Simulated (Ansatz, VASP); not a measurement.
C: VASP beside Ansatz

```
CELL_PARAMETERS angstrom
2.46652 0.00000 0.00000
-1.23326 2.13607 0.00000
0.00000 0.00000 8.56531
ATOMIC_POSITIONS crystal
C 0.00895 0.13328 0.00250
C 0.99105 0.86672 0.50250
C 0.34228 0.79995 0.00250
C 0.65772 0.20005 0.50250
```

Change from the starting cell: mode 4 frozen in at -0.142 Å and mode 5 at +0.285 Å (largest displacements).

Alike in both runs: task single point; functional PBE; k mesh 18 × 18 × 6; occupations gaussian, width 0.15 eV; no spin polarisation.

|  | VASP | Ansatz |
| --- | --- | --- |
| version | VASP 6.6.1 | Ansatz 0.2.0 |
| potentials or method | VASP PAW PBE potentials, release 64 (C), cutoff 520 eV | scalar-relativistic, plane waves, PAW |
| valence electrons in the cell | 16 | 16 |

|  | VASP | Ansatz | Ansatz less VASP |
| --- | --- | --- | --- |
| gap on the k mesh at the Fermi level (eV) | none | none | - |
| pressure (GPa) | 0.4 | 0.0 | -0.35 |
| traceless stress, the component that is largest in VASP (GPa) | -0.38 | 0.04 | +0.417 |

A gap of «none» marks a metal or a gap that the smearing closes.
